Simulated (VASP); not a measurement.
Runs of VASP 6.6.1 on HgTe. The structure is that of space group I-4m2 (No. 119), or close to it. The cells are those of the table. 

| cell | gap on the mesh (eV) | pressure (GPa) |
| --- | --- | --- |
| a = 4.764, b = 4.764, c = 4.584 Å, angles 61.2, 61.2, 57.5°, 2 atoms | (a) | 0.1 |
| a = 4.647, b = 4.647, c = 4.820 Å, angles 58.8, 58.8, 62.5°, 2 atoms | 0.10 | 0.1 |
| a = 4.586, b = 4.586, c = 4.702 Å, angles 59.2, 59.2, 61.7°, 2 atoms | 0.10 | 2.0 |
| a = 4.703, b = 4.703, c = 4.820 Å, angles 59.2, 59.2, 61.6°, 2 atoms | 0.09 | -0.7 |
| a = 4.821, b = 4.821, c = 4.937 Å, angles 59.2, 59.2, 61.6°, 2 atoms | (b) | -2.6 |

Alike in all rows: task single point; level PBE; potentials or basis VASP PAW PBE potentials, release 64 (Hg, Te); no spin polarisation; k mesh 16 × 16 × 16; cutoff (eV) 520; smearing gaussian 0.15 eV.

Problem. Estimate the missing entries.

Solution. (a) none; (b) 0.08.

Caveats: spin-orbit coupling is left out, which moves the levels of the heavy elements; the smearing spreads over this small gap (at least some runs); semilocal functionals underestimate gaps, and a narrow one can read as zero (at least some runs).

A k mesh can miss the band edges, and the runs leave out spin-orbit coupling on Hg, Te.
